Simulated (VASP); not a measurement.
Set up this calculation in VASP 6.6.1, as the native input.

| Property | Result |
| --- | --- |
| Task | single point |
| Functional | PBEsol |
| Potentials or basis | VASP PAW PBE potentials, release 64 (W_sv, Se) |
| Cutoff | 520 eV |
| k mesh | 9 × 9 × 2 |
| Occupations | gaussian, width 0.05 eV |
| Spin | no spin polarisation |
| Dipole correction | no |
| Further INCAR settings | ALGO = Normal; EDIFF = 1e-06; NBANDS = 35 |

The structure of WSe2 lies in POSCAR:

```
WSe2
1.0
   -3.2711504052      0.0000000000      0.0000000000
   -1.6355752026     -2.8328993505      0.0000000000
   -0.3271150405      0.0000000000     13.2206689562
W Se
2 4
Direct
    0.2770033333      0.3333333333      0.5633000000
    0.6603366667      0.6666666667      0.0633000000
    0.2396647152      0.3333333333      0.9366861811
    0.6229980486      0.6666666667      0.4366861811
    0.3143419514      0.3333333333      0.1899138189
    0.5976752848      0.6666666667      0.6899138189
```

These files were run (other wordings do the same):

INCAR

```
SYSTEM = WSe2
PREC = Accurate
ENCUT = 520
EDIFF = 1E-6
ISMEAR = 0
SIGMA = 0.05
LREAL = .False.
LASPH = .True.
NELM = 60
ALGO = Normal
ISIF = 2
LWAVE = .False.
LCHARG = .True.
GGA = PS
LELF = .True.
LVHAR = .True.
NBANDS = 35
```

KPOINTS

```
Automatic mesh
0
Gamma
  9 9 2
  0 0 0
```

Potentials or basis: VASP PAW PBE potentials, release 64 (W_sv, Se).

Command:

```bash
$ cat potpaw_PBE.64/W_sv/POTCAR potpaw_PBE.64/Se/POTCAR > POTCAR
$ mpirun -np 1 vasp_std > vasp.out
```

Results of the run:

```
Pressure               : 1.8 GPa
Largest force          : 3.256 eV/Å
Band gap on the k mesh : 1.06 eV, indirect (least direct gap 1.55 eV)
```

Caveat: the PAW data sets were made with another functional, which shifts forces and pressure a little; spin-orbit coupling is left out, which moves the levels of the heavy elements.

Wall time 4.1 min on 1 thread of Intel Xeon 6975P-C (shared host), peak memory 0.42 GiB.
